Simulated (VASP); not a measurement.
Here is a VASP 6.6.1 calculation.

File INCAR:

```
SYSTEM = Cs
  PREC = Accurate
  ENCUT = 520
  EDIFF = 1E-6
  ISMEAR = -1
  SIGMA = 0.05
  LREAL = .False.
  LASPH = .True.
  NELM = 100
  ALGO = Normal
  ISIF = 2
  LWAVE = .False.
  LCHARG = .False.
  GGA = PE
  NBANDS = 10
```

Contents of KPOINTS:

```
regular mesh
0
Gamma
  10 10 10
  0 0 0
```

The input POSCAR:

```
Cs
1.0
    0.0000000000      2.9709614953      2.9709614953
    2.9709614953      0.0000000000      2.9709614953
    2.9709614953      2.9709614953      0.0000000000
Cs
1
Direct
    0.0000000000      0.0000000000      0.0000000000
```

Potentials or basis: VASP PAW PBE potentials, release 64 (Cs_sv).

Run with:

```sh
$ cat potpaw_PBE.64/Cs_sv/POTCAR > POTCAR
$ mpirun -np 1 vasp_std > vasp.out
```

(1) What does it give for the band gap on the k mesh?

(2) Predict the pressure.

## Answers

(1) zero (an odd number of electrons rules out a gap without spin polarisation).

(2) 4.7 GPa.

Caveat: the cell stands under pressure; spin-orbit coupling is left out, which moves the levels of the heavy elements.
